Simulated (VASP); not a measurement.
KMgPd3, 5 atoms in the cell. Symmetry: Pm-3m, No. 221, cubic system. The conventional cell has a = 4.983 Å, b = 4.983 Å, c = 4.983 Å, α = 90.00°, β = 90.00°, γ = 90.00°. Within 3.3 Å of K (site symmetry m-3m) lie 6 Pd at 2.49 Å. Mg (site symmetry m-3m) has 12 Pd at 3.52 Å and 8 K at 4.31 Å within 4.6 Å. Pd (site symmetry 4/mmm) has 2 K at 2.49 Å within 3.3 Å. The cell was built from a structure type or drawn by symmetry, and may not be a known phase.

* Program: VASP 6.6.1
* Task: relaxation of cell and atoms
* Functional: PBE
* Potentials or basis: VASP PAW PBE potentials, release 64 (K_sv, Mg, Pd)
* Cutoff: 600 eV
* k mesh: 8 × 8 × 8
* Occupations: gaussian, width 0.1 eV
* Spin: no spin polarisation
* Dipole correction: no
* Further INCAR settings: ALGO = Normal; EDIFF = 1e-07; IBRION = 2; EDIFFG = -0.01; NSW = 100; ISIF = 3

Potentials or basis: VASP PAW PBE potentials, release 64 (K_sv, Mg, Pd).

The run is started by

```console
$ cat potpaw_PBE.64/K_sv/POTCAR potpaw_PBE.64/Mg/POTCAR potpaw_PBE.64/Pd/POTCAR > POTCAR
$ mpirun -np 1 vasp_std > vasp.out
```

Hardware: 1 thread of Intel Xeon 8259CL (shared host).

Problem. Estimate the wall time of this run.

Solution. Wall time 5.9 min on 1 thread of Intel Xeon 8259CL, on a shared host, peak memory 0.35 GiB. Counts: scf iterations 32, k points 35, ion steps 3.
